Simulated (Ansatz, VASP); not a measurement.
**Two plane-wave programs on Al**

Contents of INCAR:

```
SYSTEM = Al
PREC = Accurate ; ENCUT = 500
EDIFF = 1E-6 ; ISMEAR = -1
SIGMA = 0.003 ; LREAL = .FALSE.
LASPH = .TRUE. ; NELM = 120
ALGO = Normal ; ISIF = 2
LWAVE = .FALSE. ; LCHARG = .TRUE.
GGA = PS ; LELF = .TRUE.
LVHAR = .TRUE. ; NBANDS = 8
GGA_COMPAT = .FALSE.
```

Contents of KPOINTS:

```
regular mesh
0
G
  10 10 10
  0 0 0
```

POSCAR

```
Al
1.0
    0.0000000000      2.0249200000      2.0249200000
    2.0249200000      0.0000000000      2.0249200000
    2.0249200000      2.0249200000      0.0000000000
Al
1
Direct
    0.0000000000      0.0000000000      0.0000000000
```

Input for Ansatz:

```yaml
crystal:
  lattice:
    - [0.0, 2.02492, 2.02492]
    - [2.02492, 0.0, 2.02492]
    - [2.02492, 2.02492, 0.0]
  atoms:
    - { symbol: Al, position: [0.0, 0.0, 0.0] }
hamiltonian:
  xc: pbesol
  pseudopotentials: { kind: paw }
basis:
  ecutwfc: 420
kpoints:
  mp_grid: { grid: [10, 10, 10] }
scf:
  occupations: { method: fermi_dirac, width: 0.003 }
  lower_state_search: "off"
  algorithm: density_mixing
  max_iter: 50
  mixing: {}
output:
  forces: true
  stress: true
```

Alike in both runs: task single point; functional PBEsol; k mesh 10 × 10 × 10; occupations fermi-dirac, width 0.003 eV; no spin polarisation.

|  | VASP | Ansatz |
| --- | --- | --- |
| version | VASP 6.6.1 | Ansatz 0.2.0 |
| potentials or method | VASP PAW PBE potentials, release 64 (Al), cutoff 500 eV | PAW, plane waves, scalar-relativistic |
| valence electrons in the cell | 3 | 3 |

|  | VASP | Ansatz | Ansatz less VASP |
| --- | --- | --- | --- |
| pressure (GPa) | -2.2 | -2.3 | -0.05 |

VASP's potentials were made for PBE, not for PBEsol.
